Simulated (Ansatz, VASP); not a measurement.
**One calculation of Pb, two programs**

The input INCAR:

```
PREC = Accurate
ENCUT = 520
EDIFF = 1E-8
ISMEAR = -1
SIGMA = 0.05
LREAL = F
LASPH = T
NELM = 100
ALGO = Normal
ISIF = 2
LWAVE = F
LCHARG = F
GGA = CA
LEFG = T
NBANDS = 21
```

File KPOINTS:

```
Automatic mesh
0
Gamma
  8 8 8
```

Contents of POSCAR:

```
Pb
1.0
    0.0000000000      3.5064485529      3.5064485529
    3.5064485529      0.0000000000      3.5064485529
    3.5064485529      3.5064485529      0.0000000000
Pb
2
Direct
    0.0000000000      0.0000000000      0.0000000000
    0.2500000000      0.2500000000      0.2500000000
```

Input for Ansatz:

```yaml
crystal:
  lattice:
    - [0.0, 3.5064485529, 3.5064485529]
    - [3.5064485529, 0.0, 3.5064485529]
    - [3.5064485529, 3.5064485529, 0.0]
  atoms:
    - { symbol: Pb, position: [0.0, 0.0, 0.0] }
    - { symbol: Pb, position: [0.25, 0.25, 0.25] }
kpoints:
  mp_grid: { grid: [8, 8, 8] }
scf:
  occupations: { method: fermi_dirac, width: 0.05 }
hamiltonian:
  xc: lda
  pseudopotentials: { kind: paw }
output:
  forces: true
  stress: true
  eigenvalues: true
  efg: { contact_densities: true }
  write_density: true
  write_potential: true
  elf: true
  volumetric_format: npy
```

Change from the starting cell: volume scaled by 1.06, PAW files.

Alike in both runs: task electric field gradients; functional LDA; k mesh 8 × 8 × 8; occupations fermi-dirac, width 0.05 eV; no spin polarisation.

|  | VASP | Ansatz |
| --- | --- | --- |
| version | VASP 6.6.1 | Ansatz 0.2.0 |
| potentials or method | VASP PAW LDA potentials, release 64 (Pb_d) | PAW with Ansatz's default frozen-core files, scalar-relativistic |
| plane-wave cutoff (eV) | 520 | 420 |
| valence electrons in the cell | 28 | 28 |

|  | VASP | Ansatz | Ansatz less VASP |
| --- | --- | --- | --- |
| pressure (GPa) | -2.3 | -2.3 | -0.01 |

LDA's correlation is that of Perdew and Zunger in VASP and of Perdew and Wang (1992) in Ansatz.

Neither program's run includes spin-orbit coupling.
